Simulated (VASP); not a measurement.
# Ta (Immm) in VASP: notebook, part 2 of 2

VASP 6.6.1.

## (3) Single point, PBEsol (strain -0.0200 x Voigt [1, -1, 0, 0, 0, 0])

Contents of INCAR:

```
SYSTEM = Ta
PREC = Accurate ; ENCUT = 520
EDIFF = 1E-7 ; ISMEAR = 0
SIGMA = 0.15 ; LREAL = .FALSE.
LASPH = .TRUE. ; NELM = 80
ALGO = Fast ; ISIF = 2
LWAVE = .FALSE. ; LCHARG = .FALSE.
GGA = PS ; NBANDS = 12
```

Contents of KPOINTS:

```
regular mesh
0
G
  20 20 20
  0 0 0
```

Contents of POSCAR:

```
Ta
1.0
   -1.6182544000      1.6843056000      1.6512800000
    1.6182544000     -1.6843056000      1.6512800000
    1.6182544000      1.6843056000     -1.6512800000
Ta
1
Direct
    0.0000000000      0.0000000000      0.0000000000
```

Potentials or basis: VASP PAW PBE potentials, release 64 (Ta_pv).

Launch:

```console
$ cat potpaw_PBE.64/Ta_pv/POTCAR > POTCAR
$ mpirun -np 1 vasp_std > vasp.out
```

OUTCAR:

```text
SYSTEM = Ta
   PREC = Accurate
   ENCUT = 520
   EDIFF = 1E-7
   ISMEAR = 0
   LREAL = .FALSE.
   LASPH = .TRUE.
   NELM = 80
   ISIF = 2
   GGA = PS

 ion  position               nearest neighbor table
   1  0.000  0.000  0.000-

  LATTYP: Found a body centered orthorhombic cell.
 ALAT       =     3.2365088000
 B/A-ratio  =     1.0204081633
 C/A-ratio  =     1.0408163265

  Lattice vectors:

 A1 = (  -1.6182544000,  -1.6843056000,   1.6512800000)
 A2 = (   1.6182544000,  -1.6843056000,  -1.6512800000)
 A3 = (   1.6182544000,   1.6843056000,   1.6512800000)

Analysis of symmetry for initial positions (statically):
=====================================================================
 Subroutine PRICEL returns:
 Original cell was already a primitive cell.

 Routine SETGRP: Setting up the symmetry group for a
 body centered orthorhombic supercell.

 Subroutine GETGRP returns: Found  8 space group operations
 (whereof  8 operations were pure point group operations)
 out of a pool of  8 trial point group operations.

The static configuration has the point symmetry D_2h.

Analysis of symmetry for dynamics (positions and initial velocities):
=====================================================================
 Subroutine PRICEL returns:
 Original cell was already a primitive cell.

 Routine SETGRP: Setting up the symmetry group for a
 body centered orthorhombic supercell.

 Subroutine GETGRP returns: Found  8 space group operations
 (whereof  8 operations were pure point group operations)
 out of a pool of  8 trial point group operations.

The dynamic configuration has the point symmetry D_2h.

 Subroutine INISYM returns: Found  8 space group operations
 (whereof  8 operations are pure point group operations),
 and found     1 'primitive' translations

----------------------------------------------------------------------------------------

                                     Primitive cell

[... 116 lines left out ...]
   IVDW    =     0    specifies the selected vdW correction
   LEPSILON=     F    determine dielectric tensor
   LRPA    =     F    only Hartree local field effects (RPA)
 non-spin polarized calculation
 RMM-DIIS sequential band-by-band and
 Gauss-broadening in eV      SIGMA  =   0.15
  energy-cutoff  :      520.00
  volume of cell :       18.00
 maximum number of plane-waves:       497
 NGX is ok and might be reduce to    24
   NGX = 11   NGY = 11   NGZ = 11

 number of electron      11.0000001 magnetization

 Free energy of the ion-electron system (eV)
  ---------------------------------------------------
  ext. energy  EPLUGINS =         0.00000000
  ---------------------------------------------------
  free energy    TOTEN  =       -12.54989448 eV

  energy without entropy =      -12.53507798  energy(sigma->0) =      -12.54248623

 E-fermi :   5.3188     XC(G=0): -12.7308

 val. band max:        5.3187511575   @ k =   0.0500   0.1500   0.0500
 cond. band min:       5.3240592329   @ k =  -0.3500  -0.1500   0.1500
 fundamental gap:      0.0053080754
 Fermi energy:         5.3187999054

 k-point     1 :       0.0000    0.0000    0.0000
  band No.  band energies     occupation
      1     -27.7047      2.00000
      2     -27.7013      2.00000
      3     -27.6951      2.00000
      4      -2.6062      2.00000
      5       5.7989      0.00001
      6       6.0642      0.00000
      7       6.3048      0.00000
      8       9.0011      0.00000
      9       9.6047      0.00000
     10      20.0247      0.00000
     11      20.3714      0.00000
     12      20.7503      0.00000
[... 331 lines left out ...]
 k-point    24 :      -0.4000    0.0500   -0.0000
  band No.  band energies     occupation
      1     -28.7217      2.00000
      2     -28.0133      2.00000
      3     -27.7064      2.00000
      4       0.8633      2.00000
      5       4.3024      2.00000
      6       5.5195      0.05843
      7       8.8509      0.00000
      8       9.8666      0.00000
      9      11.5163      0.00000
     10      18.1167      0.00000
     11      18.8661      0.00000
     12      20.0117      0.00000

 [... further k-points ...]

------------------------ aborting loop because EDIFF is reached ----------------------------------------

  FORCE on cell =-STRESS in cart. coord.  units (eV):
  Direction    XX          YY          ZZ          XY          YZ          ZX
  --------------------------------------------------------------------------------------
  -------------------------------------------------------------------------------------
  Total       -0.1290864     -0.6463560     -0.3910439      0.0000000      0.0000000     -0.0000000
  in kB      -11.4879566    -57.5220028    -34.8006733      0.0000000      0.0000000     -0.0000000
  external PRESSURE =     -34.6035442 kB  Pullay stress =       0.0000000 kB

 VOLUME and BASIS-vectors are now :
 -----------------------------------------------------------------------------
  energy-cutoff  :      520.00
  volume of cell :       18.00
      direct lattice vectors                 reciprocal lattice vectors
    -1.618254400  1.684305600  1.651280000     0.000000000  0.296858242  0.302795407
     1.618254400 -1.684305600  1.651280000     0.308974905  0.000000000  0.302795407
     1.618254400  1.684305600 -1.651280000     0.308974905  0.296858242  0.000000000

 POSITION                                       TOTAL-FORCE (eV/Angst)
 -----------------------------------------------------------------------------------
      0.00000      0.00000      0.00000         0.000000      0.000000     -0.000000
 -----------------------------------------------------------------------------------
    total drift:                               -0.000000      0.000000      0.000000

  FREE ENERGIE OF THE ION-ELECTRON SYSTEM (eV)
  ---------------------------------------------------
  free  energy   TOTEN  =       -12.5498944795 eV

  energy  without entropy=      -12.5350779760  energy(sigma->0) =      -12.54248623
```

OSZICAR:

```text
N       E                     dE             d eps       ncg     rms          rms(c)
DAV:   1     0.603691629537E+02    0.60369E+02   -0.60714E+03 28032   0.875E+02
DAV:   2    -0.120296068478E+02   -0.72399E+02   -0.70568E+02 31352   0.246E+02
DAV:   3    -0.130603418841E+02   -0.10307E+01   -0.10208E+01 33192   0.275E+01
DAV:   4    -0.130630454800E+02   -0.27036E-02   -0.27033E-02 31164   0.157E+00
DAV:   5    -0.130630544274E+02   -0.89474E-05   -0.89469E-05 33384   0.856E-02    0.138E+01
RMM:   6    -0.126690517144E+02    0.39400E+00   -0.26876E-01 30146   0.421E+00    0.667E+00
RMM:   7    -0.125507160552E+02    0.11834E+00   -0.27304E-01 31677   0.412E+00    0.332E-01
RMM:   8    -0.125498420738E+02    0.87398E-03   -0.10851E-02 33733   0.973E-01    0.294E-01
RMM:   9    -0.125499149146E+02   -0.72841E-04   -0.14211E-03 35049   0.339E-01    0.594E-02
RMM:  10    -0.125498917383E+02    0.23176E-04   -0.20648E-04 34875   0.129E-01    0.928E-03
RMM:  11    -0.125498933538E+02   -0.16155E-05   -0.39913E-05 36887   0.499E-02    0.454E-03
RMM:  12    -0.125498939883E+02   -0.63455E-06   -0.62237E-06 36546   0.170E-02    0.939E-03
RMM:  13    -0.125498943046E+02   -0.31624E-06   -0.15234E-06 32154   0.791E-03    0.644E-03
RMM:  14    -0.125498944426E+02   -0.13802E-06   -0.24459E-07 25980   0.294E-03    0.446E-03
RMM:  15    -0.125498944795E+02   -0.36924E-07   -0.79088E-08 22481   0.136E-03
   1 F= -.12549894E+02 E0= -.12542486E+02  d E =-.148165E-01
```

Run time: 2.3 min. Hardware: 1 thread of Intel Xeon Platinum 8488C (Sapphire Rapids), shared host; peak memory 0.35 GiB.

What came out:

* Free energy: -12.5499 eV
* Pressure: -3.5 GPa
* Band gap on the k mesh: zero (an odd number of electrons rules out a gap without spin polarisation)

Caveat: the cell differs from its parent crystal (strain -0.0200 x Voigt [1, -1, 0, 0, 0, 0]); the cell stands under tension; the PAW data sets were made with another functional, which shifts forces and pressure a little; spin-orbit coupling is left out, which moves the levels of the heavy elements.

## (4) Single point, PBEsol (strain +0.0100 x Voigt [1, -1, 0, 0, 0, 0])

Contents of INCAR:

```
SYSTEM = Ta
  ALGO = Fast
  EDIFF = 1E-6
  ENCUT = 520
  GGA = PS
  ISIF = 2
  ISMEAR = 0
  LASPH = .True.
  LCHARG = .False.
  LREAL = .False.
  LWAVE = .False.
  NBANDS = 12
  NELM = 60
  PREC = Accurate
  SIGMA = 0.15
```

Contents of KPOINTS:

```
k-points
0
Gamma
  20 20 20
  0 0 0
```

Contents of POSCAR:

```
Ta
1.0
   -1.6677928000      1.6347672000      1.6512800000
    1.6677928000     -1.6347672000      1.6512800000
    1.6677928000      1.6347672000     -1.6512800000
Ta
1
Direct
    0.0000000000      0.0000000000      0.0000000000
```

Potentials or basis: VASP PAW PBE potentials, release 64 (Ta_pv).

Launch:

```console
$ cat potpaw_PBE.64/Ta_pv/POTCAR > POTCAR
$ mpirun -np 1 vasp_std > vasp.out
```

OUTCAR:

```text
SYSTEM = Ta
   EDIFF = 1E-6
   ENCUT = 520
   GGA = PS
   ISIF = 2
   ISMEAR = 0
   LASPH = .True.
   LREAL = .False.
   NELM = 60
   PREC = Accurate

 ion  position               nearest neighbor table
   1  0.000  0.000  0.000-

  LATTYP: Found a body centered orthorhombic cell.
 ALAT       =     3.2695344000
 B/A-ratio  =     1.0101010101
 C/A-ratio  =     1.0202020202

  Lattice vectors:

 A1 = (  -1.6677928000,  -1.6347672000,  -1.6512800000)
 A2 = (  -1.6677928000,   1.6347672000,   1.6512800000)
 A3 = (   1.6677928000,   1.6347672000,  -1.6512800000)

Analysis of symmetry for initial positions (statically):
=====================================================================
 Subroutine PRICEL returns:
 Original cell was already a primitive cell.

 Routine SETGRP: Setting up the symmetry group for a
 body centered orthorhombic supercell.

 Subroutine GETGRP returns: Found  8 space group operations
 (whereof  8 operations were pure point group operations)
 out of a pool of  8 trial point group operations.

The static configuration has the point symmetry D_2h.

Analysis of symmetry for dynamics (positions and initial velocities):
=====================================================================
 Subroutine PRICEL returns:
 Original cell was already a primitive cell.

 Routine SETGRP: Setting up the symmetry group for a
 body centered orthorhombic supercell.

 Subroutine GETGRP returns: Found  8 space group operations
 (whereof  8 operations were pure point group operations)
 out of a pool of  8 trial point group operations.

The dynamic configuration has the point symmetry D_2h.

 Subroutine INISYM returns: Found  8 space group operations
 (whereof  8 operations are pure point group operations),
 and found     1 'primitive' translations

----------------------------------------------------------------------------------------

[... 116 lines left out ...]
   LHFCALC =     F    Hartree Fock is set to
   AEXX    =    0.0000 exact exchange contribution
   IVDW    =     0    specifies the selected vdW correction
   LEPSILON=     F    determine dielectric tensor
   LRPA    =     F    only Hartree local field effects (RPA)
 non-spin polarized calculation
 RMM-DIIS sequential band-by-band and
 Gauss-broadening in eV      SIGMA  =   0.15
  energy-cutoff  :      520.00
  volume of cell :       18.01
 maximum number of plane-waves:       496
 NGX is ok and might be reduce to    24
   NGX = 11   NGY = 11   NGZ = 11

 number of electron      11.0000002 magnetization

 Free energy of the ion-electron system (eV)
  ---------------------------------------------------
  ext. energy  EPLUGINS =         0.00000000
  ---------------------------------------------------
  free energy    TOTEN  =       -12.55375196 eV

  energy without entropy =      -12.53919249  energy(sigma->0) =      -12.54647222

 E-fermi :   5.3103     XC(G=0): -12.7295

 val. band max:        5.3081446227   @ k =  -0.3500   0.4000   0.0500
 cond. band min:       5.3109958730   @ k =  -0.2500   0.0500   0.0000
 fundamental gap:      0.0028512503
 Fermi energy:         5.3102635962

 k-point     1 :       0.0000    0.0000    0.0000
  band No.  band energies     occupation
      1     -27.7081      2.00000
      2     -27.7059      2.00000
      3     -27.7030      2.00000
      4      -2.6073      2.00000
      5       5.9162      0.00000
      6       6.0458      0.00000
      7       6.1693      0.00000
      8       9.1573      0.00000
      9       9.4592      0.00000
     10      20.1879      0.00000
     11      20.3652      0.00000
     12      20.5505      0.00000
[... 331 lines left out ...]
 k-point    24 :      -0.4000    0.0500    0.0000
  band No.  band energies     occupation
      1     -28.7189      2.00000
      2     -28.0491      2.00000
      3     -27.7316      2.00000
      4       0.9205      2.00000
      5       3.9282      2.00000
      6       5.6536      0.00121
      7       9.2603      0.00000
      8      10.0816      0.00000
      9      11.4705      0.00000
     10      18.3734      0.00000
     11      18.8502      0.00000
     12      20.0114      0.00000

 [... further k-points ...]

------------------------ aborting loop because EDIFF is reached ----------------------------------------

  FORCE on cell =-STRESS in cart. coord.  units (eV):
  Direction    XX          YY          ZZ          XY          YZ          ZX
  --------------------------------------------------------------------------------------
  -------------------------------------------------------------------------------------
  Total       -0.5358482     -0.2626728     -0.4002769      0.0000000      0.0000000      0.0000000
  in kB      -47.6731303    -23.3693714    -35.6116773      0.0000000      0.0000000      0.0000000
  external PRESSURE =     -35.5513930 kB  Pullay stress =       0.0000000 kB

 VOLUME and BASIS-vectors are now :
 -----------------------------------------------------------------------------
  energy-cutoff  :      520.00
  volume of cell :       18.01
      direct lattice vectors                 reciprocal lattice vectors
    -1.667792800  1.634767200  1.651280000     0.000000000  0.305853947  0.302795407
     1.667792800 -1.634767200  1.651280000     0.299797433  0.000000000  0.302795407
     1.667792800  1.634767200 -1.651280000     0.299797433  0.305853947  0.000000000

 POSITION                                       TOTAL-FORCE (eV/Angst)
 -----------------------------------------------------------------------------------
      0.00000      0.00000      0.00000         0.000000      0.000000      0.000000
 -----------------------------------------------------------------------------------
    total drift:                                0.000000      0.000000     -0.000000

  FREE ENERGIE OF THE ION-ELECTRON SYSTEM (eV)
  ---------------------------------------------------
  free  energy   TOTEN  =       -12.5537519615 eV

  energy  without entropy=      -12.5391924865  energy(sigma->0) =      -12.54647222
```

It took 97 s on 1 thread of Intel Xeon Platinum 8488C (Sapphire Rapids), shared host; peak memory 0.34 GiB.

Results:

- Free energy: -12.5538 eV
- Pressure: -3.6 GPa
- Band gap on the k mesh: zero (an odd number of electrons rules out a gap without spin polarisation)

Levels at points of the mesh, in eV from the Fermi level:
| k point | band 4 | band 5 | band 6 | band 7 | band 8 | band 9 |
| --- | --- | --- | --- | --- | --- | --- |
| (0.00, 0.00, 0.00) | -7.92 | 0.61 | 0.74 | 0.86 | 3.85 | 4.15 |
| (0.50, 0.00, 0.00) | -4.37 | -1.67 | 1.70 | 4.04 | 5.01 | 7.85 |
| (0.00, 0.50, 0.00) | -4.39 | -1.41 | 1.55 | 3.70 | 4.83 | 7.79 |
| (0.50, 0.50, 0.00) | -4.38 | -1.54 | 1.63 | 3.85 | 4.94 | 7.81 |
| (0.50, 0.50, 0.50) | -3.83 | -3.77 | 6.81 | 6.85 | 6.90 | 8.42 |

Caveat: the cell differs from its parent crystal (strain +0.0100 x Voigt [1, -1, 0, 0, 0, 0]); the cell stands under tension; the PAW data sets were made with another functional, which shifts forces and pressure a little; spin-orbit coupling is left out, which moves the levels of the heavy elements.

## (5) Single point, PBEsol (strain +0.0250 x Voigt [1, -1, 0, 0, 0, 0])

Contents of INCAR:

```
PREC = Accurate ; ENCUT = 520
EDIFF = 1E-7 ; ISMEAR = 0
SIGMA = 0.15 ; LREAL = False
LASPH = True ; NELM = 60
ALGO = Fast ; ISIF = 2
LWAVE = False ; LCHARG = True
GGA = PS ; LELF = True
LVHAR = True ; NBANDS = 12
```

Contents of KPOINTS:

```
regular mesh
0
Gamma
  20 20 20
```

Contents of POSCAR:

```
Ta
1.0
   -1.6925620000      1.6099980000      1.6512800000
    1.6925620000     -1.6099980000      1.6512800000
    1.6925620000      1.6099980000     -1.6512800000
Ta
1
Direct
    0.0000000000      0.0000000000      0.0000000000
```

Launch:

```console
$ cat potpaw_PBE.64/Ta_pv/POTCAR > POTCAR
$ mpirun -np 1 vasp_std > vasp.out
```

It took 2.7 min on 1 thread of Intel Xeon Platinum 8488C (Sapphire Rapids), shared host; peak memory 0.34 GiB.

Results (log left out):

| Quantity | Value |
| --- | --- |
| Free energy | -12.5471 eV |
| Pressure | -3.4 GPa |
| Band gap on the k mesh | zero (an odd number of electrons rules out a gap without spin polarisation) |

Stress tensor (GPa, compression positive):
```
-6.14  0.00  0.00
 0.00 -0.56  0.00
 0.00  0.00 -3.38
```

Levels at points of the mesh, in eV from the Fermi level:
```tsv
k point	band 4	band 5	band 6	band 7	band 8	band 9
(0.00, 0.00, 0.00)	-7.93	0.42	0.75	1.05	3.60	4.35
(0.50, 0.00, 0.00)	-4.38	-1.86	1.80	4.24	5.19	7.87
(0.00, 0.50, 0.00)	-4.41	-1.21	1.44	3.41	4.73	7.73
(0.50, 0.50, 0.00)	-4.39	-1.55	1.63	3.71	5.09	7.78
(0.50, 0.50, 0.50)	-3.88	-3.75	6.75	6.85	6.96	8.04
```

Caveat: the cell differs from its parent crystal (strain +0.0250 x Voigt [1, -1, 0, 0, 0, 0]); the cell stands under tension; the PAW data sets were made with another functional, which shifts forces and pressure a little; spin-orbit coupling is left out, which moves the levels of the heavy elements.

## (6) Summary

```csv
cell,further INCAR settings,gap on the mesh (eV),pressure (GPa)
"a = 2.861 Å, angles 107.0, 111.9, 109.5°, 1 atom",ALGO = Fast; EDIFF = 1e-06; NBANDS = 12,none,-3.2
"a = 2.860 Å, angles 111.1, 107.9, 109.5°, 1 atom",ALGO = Fast; EDIFF = 1e-07; NBANDS = 12,none,-3.5
"a = 2.860 Å, angles 108.7, 110.3, 109.5°, 1 atom",ALGO = Fast; EDIFF = 1e-06; NBANDS = 12,none,-3.6
"a = 2.861 Å, angles 107.5, 111.5, 109.5°, 1 atom",ALGO = Fast; EDIFF = 1e-07; NBANDS = 12,none,-3.4
```

Alike in all rows: task single point; level PBEsol; potentials or basis VASP PAW PBE potentials, release 64 (Ta_pv); no spin polarisation; k mesh 20 × 20 × 20; cutoff (eV) 520; smearing gaussian 0.15 eV.

Caveats: the cell stands under tension; the PAW data sets were made with another functional, which shifts forces and pressure a little; spin-orbit coupling is left out, which moves the levels of the heavy elements.

Total energies depend on the potentials used, so only differences within one code and one set of settings carry meaning.
